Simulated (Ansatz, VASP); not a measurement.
One calculation of Os, two programs

Contents of INCAR:

```
SYSTEM = Os
PREC = Accurate ; ENCUT = 600
EDIFF = 1E-7 ; ISMEAR = 0
SIGMA = 0.1 ; LREAL = .False.
LASPH = .True. ; NELM = 100
ALGO = Normal ; ISIF = 3
LWAVE = .False. ; LCHARG = .False.
GGA = PE ; IBRION = 2
NSW = 90 ; EDIFFG = -0.04
```

KPOINTS

```
Automatic mesh
0
Gamma
  6 6 4
  0 0 0
```

The input POSCAR:

```
Os
1.0
    2.7708114005     -1.6524111625      0.0000000000
    2.7708114005      1.6524111625      0.0000000000
   -1.5463344264      0.0000000000      7.1702452881
Os
4
Direct
    0.9680000000      0.6020000000      0.0997000000
    0.3980000000      0.0320000000      0.4003000000
    0.0320000000      0.3980000000      0.9003000000
    0.6020000000      0.9680000000      0.5997000000
```

Input for Ansatz:

```yaml
crystal:
  lattice:
    - [2.7708114005, -1.6524111625, 0.0]
    - [2.7708114005, 1.6524111625, 0.0]
    - [-1.5463344264, 0.0, 7.1702452881]
  atoms:
    - { symbol: Os, position: [0.968, 0.602, 0.0997] }
    - { symbol: Os, position: [0.398, 0.032, 0.4003] }
    - { symbol: Os, position: [0.032, 0.398, 0.9003] }
    - { symbol: Os, position: [0.602, 0.968, 0.5997] }
basis:
  ecutwfc: 420
kpoints:
  mp_grid: { grid: [6, 6, 4] }
hamiltonian:
  xc: pbe
scf:
  occupations: { method: gaussian, width: 0.1 }
  lower_state_search: "off"
output:
  forces: true
  stress: true
  eigenvalues: true
relax:
  adjacent_minimum: "off"
  f_tol: 0.04
  max_steps: 70
  cell: { stress_tol: 0.4 }
```

Alike in both runs: task relaxation of cell and atoms; functional PBE; k mesh 6 × 6 × 4; occupations gaussian, width 0.1 eV; no spin polarisation.

|  | VASP | Ansatz |
| --- | --- | --- |
| version | VASP 6.6.1 | Ansatz 0.2.0 |
| potentials or method | VASP PAW PBE potentials, release 64 (Os), cutoff 600 eV | scalar-relativistic, plane waves, PAW |
| valence electrons in the cell | 32 | 64 |

|  | VASP | Ansatz | Ansatz less VASP |
| --- | --- | --- | --- |
| gap on the k mesh at the Fermi level, each at its own relaxed structure (eV) | none | none | - |
| relaxed volume (Å³/atom) | 14.36 | 14.30 | -0.060 |
| relaxed cell length with the largest relative difference (Å) | 9.003 | 8.644 | -0.3591 |

A gap of «none» marks a metal or a gap that the smearing closes. VASP's potentials hold 32 valence electrons a cell and Ansatz's 64, so a difference there can come from the potentials and not from the codes.

The k mesh is coarse, so the values compare programs but aren't converged. Neither program's run includes spin-orbit coupling. Noted on VASP's run: too few bands were computed for a metal, which touches its energy and stress.
